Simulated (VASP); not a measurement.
# CdS (F-43m) in VASP: a series of runs

The runs below take CdS through single point, with PBEsol, r2SCAN.

Program: VASP 6.6.1. These are calculated values, not measurements. Logs are shortened: lines on timing, memory, paths and dates and some standing lists are left out, and cuts for length are marked.

### 1 The cell of the first run

The structure is cubic, space group F-43m (No. 216). The conventional cell has a = 5.878 Å, b = 5.878 Å, c = 5.878 Å, α = 90.00°, β = 90.00°, γ = 90.00°. Within 3.4 Å of Cd (site symmetry -43m) lie 4 S at 2.55 Å. S (site symmetry -43m) has 4 Cd at 2.55 Å within 3.4 Å.

### 2 Single point, PBEsol

INCAR

```
SYSTEM = CdS
PREC = Accurate
ENCUT = 500
EDIFF = 1E-6
ISMEAR = 0
SIGMA = 0.01
LREAL = .FALSE.
LASPH = .TRUE.
NELM = 120
ALGO = Normal
ISIF = 2
LWAVE = .FALSE.
LCHARG = .TRUE.
GGA = PS
LELF = .TRUE.
LVHAR = .TRUE.
NBANDS = 16
GGA_COMPAT = .FALSE.
```

KPOINTS

```
Automatic mesh
0
G
  6 6 6
  0 0 0
```

POSCAR

```
CdS
1.0
    0.0000000000      2.9392148400      2.9392148400
    2.9392148400      0.0000000000      2.9392148400
    2.9392148400      2.9392148400      0.0000000000
Cd S
1 1
Direct
    0.0000000000      0.0000000000      0.0000000000
    0.2500000000      0.2500000000      0.2500000000
```

Potentials or basis: VASP PAW PBE potentials, release 64 (Cd, S).

Command:

```console
$ cat potpaw_PBE.64/Cd/POTCAR potpaw_PBE.64/S/POTCAR > POTCAR
$ mpirun -np 1 vasp_std > vasp.out
```

OUTCAR:

```text
SYSTEM = CdS
   PREC = Accurate
   ENCUT = 500
   EDIFF = 1E-6
   ISMEAR = 0
   LREAL = .FALSE.
   LASPH = .TRUE.
   NELM = 120
   ISIF = 2
   GGA = PS

 ion  position               nearest neighbor table
   1  0.000  0.000  0.000-   2 2.55   2 2.55   2 2.55   2 2.55
   2  0.250  0.250  0.250-   1 2.55   1 2.55   1 2.55   1 2.55

  LATTYP: Found a face centered cubic cell.
 ALAT       =     5.8784296800

  Lattice vectors:

 A1 = (   0.0000000000,   2.9392148400,   2.9392148400)
 A2 = (   2.9392148400,   0.0000000000,   2.9392148400)
 A3 = (   2.9392148400,   2.9392148400,   0.0000000000)

Analysis of symmetry for initial positions (statically):
=====================================================================
 Subroutine PRICEL returns:
 Original cell was already a primitive cell.

 Routine SETGRP: Setting up the symmetry group for a
 face centered cubic supercell.

 Subroutine GETGRP returns: Found 24 space group operations
 (whereof 24 operations were pure point group operations)
 out of a pool of 48 trial point group operations.

The static configuration has the point symmetry T_d .

Analysis of symmetry for dynamics (positions and initial velocities):
=====================================================================
 Subroutine PRICEL returns:
 Original cell was already a primitive cell.

 Routine SETGRP: Setting up the symmetry group for a
 face centered cubic supercell.

 Subroutine GETGRP returns: Found 24 space group operations
 (whereof 24 operations were pure point group operations)
 out of a pool of 48 trial point group operations.

The dynamic configuration has the point symmetry T_d .

 Subroutine INISYM returns: Found 24 space group operations
 (whereof 24 operations are pure point group operations),
 and found     1 'primitive' translations

----------------------------------------------------------------------------------------

                                     Primitive cell

  volume of cell :      50.7837

  direct lattice vectors                    reciprocal lattice vectors
     0.000000000  2.939214840  2.939214840    -0.170113458  0.170113458  0.170113458
     2.939214840  0.000000000  2.939214840     0.170113458 -0.170113458  0.170113458
     2.939214840  2.939214840  0.000000000     0.170113458  0.170113458 -0.170113458

  length of vectors
     4.156677489  4.156677489  4.156677489     0.294645152  0.294645152  0.294645152

[... 70 lines left out ...]
   NELM   =    120;   NELMIN=  2; NELMDL= -5     # of ELM steps
   EDIFF  = 0.1E-05   stopping-criterion for ELM
   LREAL  =      F    real-space projection
   EDIFFG = 0.1E-04   stopping-criterion for IOM
   NSW    =      0    number of steps for IOM
   IBRION =     -1    ionic relax: 0-MD 1-quasi-New 2-CG
   NFREE  =      0    steps in history (QN), initial steepest desc. (CG)
   ISIF   =      2    stress and relaxation
   ISYM   =      2    0-nonsym 1-usesym 2-fastsym
   POTIM  = 0.5000    time-step for ionic-motion
   TEBEG  =    0.0;   TEEND  =   0.0 temperature during run
   PSTRESS=    0.0 pullay stress
   NELECT =      18.0000    total number of electrons
   NUPDOWN=      -1.0000    fix difference up-down
   EMIN   =  10.00;   EMAX   =-10.00  energy-range for DOS
   EFERMI =   0.00;   METHOD = LEGACY
   ISMEAR =     0;   SIGMA  =   0.01  broadening in eV -4-tet -1-fermi 0-gaus
   EFERMI_NEDOS =   21; number of points for ismear=-14 and -15
   IALGO  =     38    algorithm
   IMIX   =      4    mixing-type and parameters
     AMIX     =   0.40;   BMIX     =  1.00
     AMIX_MAG =   1.60;   BMIX_MAG =  1.00
  volume/ion in A,a.u.               =      25.39       171.35
  Fermi-wavevector in a.u.,A,eV,Ry     =   1.158575  2.189390 18.263062  1.342297
  Thomas-Fermi vector in A             =   2.295176
   LORBIT       =      0    0 simple, 1 ext, 2 COOP (PROOUT), +10 PAW based schemes
   GGA     = PS    functional components
   LHFCALC =     F    Hartree Fock is set to
   AEXX    =    0.0000 exact exchange contribution
   IVDW    =     0    specifies the selected vdW correction
   LEPSILON=     F    determine dielectric tensor
   LRPA    =     F    only Hartree local field effects (RPA)
 non-spin polarized calculation
 Gauss-broadening in eV      SIGMA  =   0.01
  energy-cutoff  :      500.00
  volume of cell :       50.78
 maximum number of plane-waves:      1308
   NGX = 15   NGY = 15   NGZ = 15

 number of electron      17.9999993 magnetization

 Free energy of the ion-electron system (eV)
  ---------------------------------------------------
  ext. energy  EPLUGINS =         0.00000000
  ---------------------------------------------------
  free energy    TOTEN  =        -6.80692307 eV

  energy without entropy =       -6.80692307  energy(sigma->0) =       -6.80692307

 E-fermi :   1.0743     XC(G=0):  -9.2683

 val. band max:        1.0175659315   @ k =   0.0000   0.0000   0.0000
 cond. band min:       1.9753140595   @ k =   0.0000   0.0000   0.0000
 fundamental gap:      0.9577481281
 Fermi energy:         1.0743486936

 k-point     1 :       0.0000    0.0000    0.0000
  band No.  band energies     occupation
      1     -11.2251      2.00000
      2      -6.6300      2.00000
      3      -6.6300      2.00000
      4      -6.6300      2.00000
      5      -6.1735      2.00000
      6      -6.1735      2.00000
[... 281 lines left out ...]
      3      -6.3718      2.00000
      4      -6.2482      2.00000
      5      -6.1336      2.00000
      6      -5.6156      2.00000
[... 8 lines left out ...]
     15      14.1223      0.00000
     16      14.1381      0.00000

------------------------ aborting loop because EDIFF is reached ----------------------------------------

  FORCE on cell =-STRESS in cart. coord.  units (eV):
  Direction    XX          YY          ZZ          XY          YZ          ZX
  --------------------------------------------------------------------------------------
  -------------------------------------------------------------------------------------
  Total       -0.3944502     -0.3944502     -0.3944502     -0.0000000     -0.0000000      0.0000000
  in kB      -12.4445366    -12.4445366    -12.4445366     -0.0000000     -0.0000000      0.0000000
  external PRESSURE =     -12.4445366 kB  Pullay stress =       0.0000000 kB

 VOLUME and BASIS-vectors are now :
 -----------------------------------------------------------------------------
  energy-cutoff  :      500.00
  volume of cell :       50.78
      direct lattice vectors                 reciprocal lattice vectors
     0.000000000  2.939214840  2.939214840    -0.170113458  0.170113458  0.170113458
     2.939214840  0.000000000  2.939214840     0.170113458 -0.170113458  0.170113458
     2.939214840  2.939214840  0.000000000     0.170113458  0.170113458 -0.170113458

 POSITION                                       TOTAL-FORCE (eV/Angst)
 -----------------------------------------------------------------------------------
      0.00000      0.00000      0.00000         0.000000      0.000000      0.000000
      1.46961      1.46961      1.46961        -0.000000     -0.000000     -0.000000
 -----------------------------------------------------------------------------------
    total drift:                                0.000000      0.000000     -0.000000

  FREE ENERGIE OF THE ION-ELECTRON SYSTEM (eV)
  ---------------------------------------------------
  free  energy   TOTEN  =        -6.8069230750 eV

  energy  without entropy=       -6.8069230750  energy(sigma->0) =       -6.80692307
```

Wall time 11 s (1 thread of Intel Xeon Platinum 8488C (Sapphire Rapids), shared host); peak memory 0.16 GiB.

Results:

```yaml
Free_energy: -6.8069 eV
Pressure: -1.2 GPa
Band_gap_on_the_k_mesh: 0.96 eV, direct
```

Caveat: the PAW data sets were made with another functional, which shifts forces and pressure a little.

### 3 Single point, r2SCAN

POSCAR is that of step 2.

INCAR.step1

```
SYSTEM = CdS
PREC = Accurate
ENCUT = 550
ISMEAR = 1
SIGMA = 0.05
LREAL = .FALSE.
LASPH = .TRUE.
NELM = 120
NBANDS = 16
GGA = PE
ALGO = Normal
EDIFF = 1E-5
LWAVE = .TRUE.
LCHARG = .FALSE.
GGA_COMPAT = .FALSE.
```

INCAR.step2

```
SYSTEM = CdS
PREC = Accurate
ENCUT = 550
EDIFF = 1E-6
ISMEAR = 1
SIGMA = 0.05
LREAL = .FALSE.
LASPH = .TRUE.
NELM = 120
ALGO = Normal
ISIF = 2
LWAVE = .FALSE.
LCHARG = .FALSE.
METAGGA = R2SCAN
LMIXTAU = .TRUE.
NBANDS = 16
ISTART = 1
GGA_COMPAT = .FALSE.
```

KPOINTS

```
regular mesh
0
G
  6 6 6
  0 0 0
```

Potentials or basis: VASP PAW PBE potentials, release 64 (Cd, S).

Command:

```console
$ cat potpaw_PBE.64/Cd/POTCAR potpaw_PBE.64/S/POTCAR > POTCAR
$ cp INCAR.step1 INCAR
$ mpirun -np 1 vasp_std > vasp.out
$ cp INCAR.step2 INCAR
$ mpirun -np 1 vasp_std > vasp.out
```

Run time: 32 s. Hardware: 1 thread of Intel Xeon Platinum 8488C (Sapphire Rapids), shared host; peak memory 0.18 GiB.

It converged, with:

```
Free energy            : -29.6843 eV
Pressure               : 0.3 GPa
Band gap on the k mesh : 1.54 eV, direct
```

Levels at points of the mesh, in eV from the valence-band top:
```
           k point  band 7  band 8  band 9  band 10  band 11  band 12
(0.00, 0.00, 0.00)    0.00    0.00    0.00     1.54     7.08     7.08
(0.50, 0.00, 0.00)   -4.32   -0.73   -0.73     3.44     7.48     7.48
(0.50, 0.50, 0.00)   -3.88   -1.84   -1.84     3.88     4.73     9.69
```

Caveat: the PAW data sets were made with another functional, which shifts forces and pressure a little. r2SCAN opens gaps a little over a GGA but as a rule still falls short of measured ones.

### 4 Single point, r2SCAN

POSCAR is that of step 3.

INCAR.step1

```
SYSTEM = CdS
PREC = Accurate ; ENCUT = 550
ISMEAR = 0 ; SIGMA = 0.001
LREAL = .FALSE. ; LASPH = .TRUE.
NELM = 120 ; NBANDS = 16
GGA = PE ; ALGO = Normal
EDIFF = 1E-5 ; LWAVE = .TRUE.
LCHARG = .FALSE. ; GGA_COMPAT = .FALSE.
```

INCAR.step2

```
SYSTEM = CdS
PREC = Accurate ; ENCUT = 550
EDIFF = 1E-6 ; ISMEAR = 0
SIGMA = 0.001 ; LREAL = .FALSE.
LASPH = .TRUE. ; NELM = 120
ALGO = Normal ; ISIF = 2
LWAVE = .FALSE. ; LCHARG = .FALSE.
METAGGA = R2SCAN ; LMIXTAU = .TRUE.
NBANDS = 16 ; ISTART = 1
GGA_COMPAT = .FALSE.
```

KPOINTS

```
Automatic mesh
0
G
  6 6 6
  0 0 0
```

Command:

```console
$ cat potpaw_PBE.64/Cd/POTCAR potpaw_PBE.64/S/POTCAR > POTCAR
$ cp INCAR.step1 INCAR
$ mpirun -np 1 vasp_std > vasp.out
$ cp INCAR.step2 INCAR
$ mpirun -np 1 vasp_std > vasp.out
```

Wall time 32 s (1 thread of Intel Xeon Platinum 8488C (Sapphire Rapids), shared host); peak memory 0.18 GiB.

It converged, with:

```
Free energy            : -29.6843 eV
Pressure               : 0.3 GPa
Band gap on the k mesh : 1.54 eV, direct
```

Levels at points of the mesh, in eV from the valence-band top:
| k point | band 5 | band 6 | band 7 | band 8 | band 9 | band 10 | band 11 | band 12 | band 13 | band 14 |
| --- | --- | --- | --- | --- | --- | --- | --- | --- | --- | --- |
| (0.00, 0.00, 0.00) | -7.41 | -7.41 | 0.00 | 0.00 | 0.00 | 1.54 | 7.08 | 7.08 | 7.08 | 11.82 |
| (0.50, 0.00, 0.00) | -7.37 | -7.04 | -4.32 | -0.73 | -0.73 | 3.44 | 7.48 | 7.48 | 7.83 | 11.49 |
| (0.50, 0.50, 0.00) | -7.32 | -6.98 | -3.88 | -1.84 | -1.84 | 3.88 | 4.73 | 9.69 | 11.40 | 11.40 |

Caveat: the PAW data sets were made with another functional, which shifts forces and pressure a little. r2SCAN opens gaps a little over a GGA but as a rule still falls short of measured ones.

### 5 Single point, r2SCAN

POSCAR is that of step 4.

INCAR.step1

```
SYSTEM = CdS
PREC     = Accurate       ! precision mode
ENCUT    = 550            ! plane-wave cutoff, eV
ISMEAR   = 0              ! smearing method
SIGMA    = 0.5            ! smearing width, eV
LREAL    = .False.        ! projectors in reciprocal space
LASPH    = .True.         ! aspherical terms in the spheres
NELM     = 120            ! most SCF steps
NBANDS   = 16             ! bands
GGA      = PE             ! functional
ALGO     = Normal         ! electronic algorithm
EDIFF    = 1E-5           ! SCF threshold, eV
LWAVE    = .True.         ! write WAVECAR
LCHARG   = .False.        ! write CHGCAR
GGA_COMPAT= .False.
```

INCAR.step2

```
SYSTEM = CdS
PREC     = Accurate       ! precision mode
ENCUT    = 550            ! plane-wave cutoff, eV
EDIFF    = 1E-6           ! SCF threshold, eV
ISMEAR   = 0              ! smearing method
SIGMA    = 0.5            ! smearing width, eV
LREAL    = .False.        ! projectors in reciprocal space
LASPH    = .True.         ! aspherical terms in the spheres
NELM     = 120            ! most SCF steps
ALGO     = Normal         ! electronic algorithm
ISIF     = 2              ! what is computed and relaxed
LWAVE    = .False.        ! write WAVECAR
LCHARG   = .False.        ! write CHGCAR
METAGGA  = R2SCAN         ! meta-GGA
LMIXTAU  = .True.       
NBANDS   = 16             ! bands
ISTART   = 1            
GGA_COMPAT= .False.
```

KPOINTS

```
regular mesh
0
Gamma
  6 6 6
  0 0 0
```

Command:

```console
$ cat potpaw_PBE.64/Cd/POTCAR potpaw_PBE.64/S/POTCAR > POTCAR
$ cp INCAR.step1 INCAR
$ mpirun -np 1 vasp_std > vasp.out
$ cp INCAR.step2 INCAR
$ mpirun -np 1 vasp_std > vasp.out
```

Run time: 32 s. Hardware: 1 thread of Intel Xeon Platinum 8488C (Sapphire Rapids), shared host; peak memory 0.18 GiB.

Results (log left out):

```
Free energy            : -29.6844 eV
Pressure               : 0.3 GPa
Band gap on the k mesh : 1.54 eV, direct
```

Levels at points of the mesh, in eV from the valence-band top:
| k point | band 7 | band 8 | band 9 | band 10 | band 11 | band 12 |
| --- | --- | --- | --- | --- | --- | --- |
| (0.00, 0.00, 0.00) | 0.00 | 0.00 | 0.00 | 1.54 | 7.08 | 7.08 |
| (0.50, 0.00, 0.00) | -4.32 | -0.73 | -0.73 | 3.44 | 7.48 | 7.48 |
| (0.50, 0.50, 0.00) | -3.88 | -1.84 | -1.84 | 3.88 | 4.73 | 9.69 |

Caveat: the PAW data sets were made with another functional, which shifts forces and pressure a little.

### 6 Single point, r2SCAN

POSCAR is that of step 5.

INCAR.step1

```
SYSTEM = CdS
PREC = Accurate ; ENCUT = 550
ISMEAR = -1 ; SIGMA = 0.001
LREAL = .FALSE. ; LASPH = .TRUE.
NELM = 120 ; NBANDS = 16
GGA = PE ; ALGO = Normal
EDIFF = 1E-5 ; LWAVE = .TRUE.
LCHARG = .FALSE. ; GGA_COMPAT = .FALSE.
```

INCAR.step2

```
SYSTEM = CdS
PREC = Accurate ; ENCUT = 550
EDIFF = 1E-6 ; ISMEAR = -1
SIGMA = 0.001 ; LREAL = .FALSE.
LASPH = .TRUE. ; NELM = 120
ALGO = Normal ; ISIF = 2
LWAVE = .FALSE. ; LCHARG = .FALSE.
METAGGA = R2SCAN ; LMIXTAU = .TRUE.
NBANDS = 16 ; ISTART = 1
GGA_COMPAT = .FALSE.
```

KPOINTS

```
regular mesh
0
G
  6 6 6
  0 0 0
```

Potentials or basis: VASP PAW PBE potentials, release 64 (Cd, S).

Command:

```console
$ cat potpaw_PBE.64/Cd/POTCAR potpaw_PBE.64/S/POTCAR > POTCAR
$ cp INCAR.step1 INCAR
$ mpirun -np 1 vasp_std > vasp.out
$ cp INCAR.step2 INCAR
$ mpirun -np 1 vasp_std > vasp.out
```

Wall time 37 s (1 thread of Intel Xeon Platinum 8488C (Sapphire Rapids), shared host); peak memory 0.18 GiB.

The run converged. Its results:

```yaml
Free_energy: -29.6843 eV
Pressure: 0.3 GPa
Band_gap_on_the_k_mesh: 1.54 eV, direct
```

Levels at points of the mesh, in eV from the valence-band top:
| k point | band 5 | band 6 | band 7 | band 8 | band 9 | band 10 | band 11 | band 12 | band 13 | band 14 |
| --- | --- | --- | --- | --- | --- | --- | --- | --- | --- | --- |
| (0.00, 0.00, 0.00) | -7.41 | -7.41 | 0.00 | 0.00 | 0.00 | 1.54 | 7.08 | 7.08 | 7.08 | 11.82 |
| (0.50, 0.00, 0.00) | -7.37 | -7.04 | -4.32 | -0.73 | -0.73 | 3.44 | 7.48 | 7.48 | 7.83 | 11.49 |
| (0.50, 0.50, 0.00) | -7.32 | -6.98 | -3.88 | -1.84 | -1.84 | 3.88 | 4.73 | 9.69 | 11.40 | 11.40 |

Caveat: the PAW data sets were made with another functional, which shifts forces and pressure a little. r2SCAN opens gaps a little over a GGA but as a rule still falls short of measured ones.

### 7 Overview

```csv
level,cutoff (eV),smearing,gap on the mesh (eV),pressure (GPa)
PBEsol,500,gaussian 0.01 eV,0.96,-1.2
r2SCAN,550,methfessel-paxton 0.05 eV,1.54,0.3
r2SCAN,550,gaussian 0.001 eV,1.54,0.3
r2SCAN,550,gaussian 0.5 eV,1.54,0.3
r2SCAN,550,fermi-dirac 0.001 eV,1.54,0.3
```

Alike in all rows: task single point; potentials or basis VASP PAW PBE potentials, release 64 (Cd, S); no spin polarisation; cell as given; k mesh 6 × 6 × 6.

On the cell as given the gap runs from 0.96 eV (PBEsol) to 1.54 eV (r2SCAN). The pressure there spans -1.2 GPa (PBEsol) to 0.3 GPa (r2SCAN); a positive pressure means that this level wants a larger cell, a negative one a smaller.

Caveats: the PAW data sets were made with another functional, which shifts forces and pressure a little.

Absolute energies hang on the potentials; compare differences alone.
